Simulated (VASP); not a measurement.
Set up this calculation in VASP 6.6.1, as the native input.

```yaml
Task: single point
Functional: PBEsol
Potentials_or_basis: VASP PAW PBE potentials, release 64 (Hf_pv, N)
Cutoff: 520 eV
k_mesh: 6 × 6 × 4
Occupations: gaussian, width 0.1 eV
Spin: no spin polarisation
Dipole_correction: no
Further_INCAR_settings: ALGO = Normal; EDIFF = 1e-06; NBANDS = 48
```

The structure of Hf2N lies in POSCAR:

```
Hf2N
1.0
    5.3505725559      0.0000000000      0.0000000000
   -2.6752862780      4.6337317582      0.0000000000
    0.0000000000      0.0000000000      4.9933032523
Hf N
6 3
Direct
    0.6668041045      0.6668041045      0.7527922812
    0.0000000000      0.3331958955      0.7527922812
    0.3331958955      0.0000000000      0.7527922812
    0.3331958955      0.3331958955      0.2472077188
    0.0000000000      0.6668041045      0.2472077188
    0.6668041045      0.0000000000      0.2472077188
    0.6666666667      0.3333333333      0.5000000000
    0.3333333333      0.6666666667      0.5000000000
    0.0000000000      0.0000000000      0.0000000000
```

The input as run:

INCAR

```
PREC = Accurate
ENCUT = 520
EDIFF = 1E-6
ISMEAR = 0
SIGMA = 0.1
LREAL = F
LASPH = T
NELM = 80
ALGO = Normal
ISIF = 2
LWAVE = F
LCHARG = F
GGA = PS
NBANDS = 48
```

KPOINTS

```
regular mesh
0
Gamma
  6 6 4
```

Potentials or basis: VASP PAW PBE potentials, release 64 (Hf_pv, N).

The run is started by

```bash
$ cat potpaw_PBE.64/Hf_pv/POTCAR potpaw_PBE.64/N/POTCAR > POTCAR
$ mpirun -np 1 vasp_std > vasp.out
```

Results of the run:

```
Pressure               : 18.7 GPa
Largest force          : 0.432 eV/Å
Band gap on the k mesh : zero (an odd number of electrons rules out a gap without spin polarisation)
```

Caveat: the cell stands under pressure; the PAW data sets were made with another functional, which shifts forces and pressure a little; spin-orbit coupling is left out, which moves the levels of the heavy elements.

Run time: 76 s on 1 thread of Intel(R) Xeon(R) 6975P-C (Granite Rapids) (shared host), peak memory 0.3 GiB.
